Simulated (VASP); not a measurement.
Write the native input for VASP 6.6.1 that does the following.

| Quantity | Value |
| --- | --- |
| Task | relaxation of cell and atoms |
| Functional | PBE |
| Potentials or basis | VASP PAW PBE potentials, release 64 (Al, Ge_d, Ir) |
| Cutoff | 600 eV |
| k mesh | 6 × 6 × 4 |
| Occupations | gaussian, width 0.1 eV |
| Spin | no spin polarisation |
| Dipole correction | no |
| Further INCAR settings | ALGO = Normal; EDIFF = 1e-06; IBRION = 2; EDIFFG = -0.04; NSW = 90; ISIF = 3 |

The structure of AlGeIr3 lies in POSCAR:

```
AlGeIr3
1.0
    4.5071003400      0.0000000000      0.0000000000
   -2.2535501700      3.9032633900      0.0000000000
    0.0000000000      0.0000000000      4.4234382300
Al Ge Ir
1 1 3
Direct
    0.0000000000      0.0000000000      0.0000000000
    0.0000000000      0.0000000000      0.5000000000
    0.5000000000      0.0000000000      0.5000000000
    0.0000000000      0.5000000000      0.5000000000
    0.5000000000      0.5000000000      0.5000000000
```

The cell was generated, and may not be a known phase.

The input as run:

INCAR

```
SYSTEM = AlGeIr3
ALGO = Normal ; EDIFF = 1E-6
EDIFFG = -0.04 ; ENCUT = 600
GGA = PE ; IBRION = 2
ISIF = 3 ; ISMEAR = 0
LASPH = .True. ; LCHARG = .False.
LREAL = .False. ; LWAVE = .False.
NELM = 80 ; NSW = 90
PREC = Accurate ; SIGMA = 0.1
```

KPOINTS

```
k-points
0
Gamma
  6 6 4
  0 0 0
```

Potentials or basis: VASP PAW PBE potentials, release 64 (Al, Ge_d, Ir).

Run with:

```console
$ cat potpaw_PBE.64/Al/POTCAR potpaw_PBE.64/Ge_d/POTCAR potpaw_PBE.64/Ir/POTCAR > POTCAR
$ mpirun -np 1 vasp_std > vasp.out
```

Results of the run:

The relaxed volume is 23.11 Å³/atom. The relaxed cell is a = 5.146 Å, b = 5.146 Å, c = 5.038 Å, α = 90.00°, β = 90.00°, γ = 120.00°. The space group after relaxing (to 0.1 Å) is P6/mmm (No. 191), the pressure after relaxing is 0.1 GPa and the band gap on the k mesh is zero (bands 22 and 23 overlap by 0.77 eV).

Caveat: the volume moved by over 15 % at a fixed basis, so the end points are rough; spin-orbit coupling is left out, which moves the levels of the heavy elements.

It took 7.8 min on 1 thread of AMD EPYC 7R13 Processor (Zen 3), on a shared host, peak memory 0.23 GiB.
